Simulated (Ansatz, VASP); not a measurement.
Given: the input of a run of VASP 6.6.1 on Sb.

File INCAR:

```
PREC = Accurate
ENCUT = 600
EDIFF = 1E-6
ISMEAR = -1
SIGMA = 0.05
LREAL = False
LASPH = True
NELM = 60
ALGO = Normal
ISIF = 3
LWAVE = False
LCHARG = False
GGA = B5
ALDAX = 1.0
AGGAX = 1.0
AGGAC = 1.0
ALDAC = 0.0
IBRION = 2
NSW = 60
EDIFFG = -0.01
```

File KPOINTS:

```
Automatic mesh
0
Gamma
  10 10 10
```

Contents of POSCAR:

```
Sb
1.0
   -1.8713408863      1.8713408863      1.8713408863
    1.8713408863     -1.8713408863      1.8713408863
    1.8713408863      1.8713408863     -1.8713408863
Sb
1
Direct
    0.0000000000      0.0000000000      0.0000000000
```

Potentials or basis: VASP PAW PBE potentials, release 64 (Sb).

Run with:

```sh
$ cat potpaw_PBE.64/Sb/POTCAR > POTCAR
$ mpirun -np 1 vasp_std > vasp.out
```

Q: Translate it to Ansatz 0.2.0. Potentials there: Ansatz PAW.

A: As run (the cutoff follows the program's own potentials):

The input input.yaml:

```yaml
crystal:
  lattice:
    - [-1.8713408863, 1.8713408863, 1.8713408863]
    - [1.8713408863, -1.8713408863, 1.8713408863]
    - [1.8713408863, 1.8713408863, -1.8713408863]
  atoms:
    - { symbol: Sb, position: [0.0, 0.0, 0.0] }
hamiltonian:
  xc: blyp
  pseudopotentials: { kind: paw }
kpoints:
  mp_grid: { grid: [10, 10, 10] }
scf:
  occupations: { method: fermi_dirac, width: 0.05 }
output:
  forces: true
  stress: true
  eigenvalues: true
relax:
  f_tol: 0.01
  max_steps: 40
  cell: { stress_tol: 0.05 }
```

Potentials or basis: Ansatz PAW.

The run is started by

```sh
$ ansatz run input.yaml --threads 2 --pin off --max-ram 5632MiB --backend cpu --events-out ev --progress --plain --runs-dir out
```

Both were run:

|  | VASP | Ansatz | Ansatz less VASP |
| --- | --- | --- | --- |
| gap on the k mesh at the Fermi level, each at its own relaxed structure (eV) | none | none | - |
| relaxed volume (Å³/atom) | 30.37 | 30.28 | -0.082 |
| relaxed cell length with the largest relative difference (Å) | 3.404 | 3.401 | -0.0031 |

VASP's potentials were made for PBE, not for BLYP. A gap of «none» marks a metal or a gap that the smearing closes. VASP's potentials hold 5 valence electrons a cell and Ansatz's 15, so a difference there can come from the potentials and not from the codes.

Neither program's run includes spin-orbit coupling. Noted on VASP's run: the volume moved by over 15 % at a fixed basis, so the end points are rough. Noted on Ansatz's run: the volume moved by over 15 % at a fixed basis, so the end points are rough; the plane-wave basis is chosen anew once the cell has moved, so the energies of steps on either side of that aren't comparable.
